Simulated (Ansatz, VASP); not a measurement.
Two plane-wave programs on W

Contents of INCAR:

```
SYSTEM = W
PREC = Accurate ; ENCUT = 520
EDIFF = 1E-6 ; ISMEAR = -1
SIGMA = 0.1 ; LREAL = .FALSE.
LASPH = .TRUE. ; NELM = 60
ALGO = Normal ; ISIF = 2
LWAVE = .FALSE. ; LCHARG = .FALSE.
GGA = PE ; NBANDS = 13
```

Contents of KPOINTS:

```
regular mesh
0
G
  18 18 18
  0 0 0
```

File POSCAR:

```
W
1.0
    0.0000000000      1.6836549928      1.6836549928
    1.6836549928      0.0000000000      1.6836549928
    1.6836549928      1.6836549928      0.0000000000
W
1
Direct
    0.0000000000      0.0000000000      0.0000000000
```

Input for Ansatz:

```yaml
crystal:
  lattice:
    - [0.0, 1.6836549928, 1.6836549928]
    - [1.6836549928, 0.0, 1.6836549928]
    - [1.6836549928, 1.6836549928, 0.0]
  atoms:
    - { symbol: W, position: [0.0, 0.0, 0.0] }
kpoints:
  mp_grid: { grid: [18, 18, 18] }
scf:
  occupations: { method: fermi_dirac, width: 0.1 }
hamiltonian:
  xc: pbe
  pseudopotentials: { kind: paw }
output:
  forces: true
  stress: true
  eigenvalues: true
  populations: true
```

Change from the starting cell: volume scaled by 0.58, PAW files.

Alike in both runs: task single point; functional PBE; k mesh 18 × 18 × 18; occupations fermi-dirac, width 0.1 eV; no spin polarisation.

```csv
,VASP,Ansatz
version,VASP 6.6.1,Ansatz 0.2.0
potentials or method,"VASP PAW PBE potentials, release 64 (W_sv)","PAW with Ansatz's default frozen-core files, scalar-relativistic"
plane-wave cutoff (eV),520,420
valence electrons in the cell,14,14
```

Ansatz gave:

* pressure (GPa): 434.6

Q: Which values does VASP return?

A: Pressure (GPa): 451.2.

Both programs put the cell under a high pressure, so it lies far from rest at this level.

Spin-orbit coupling is off throughout. Noted on VASP's run: the cell as given lies far from equilibrium.
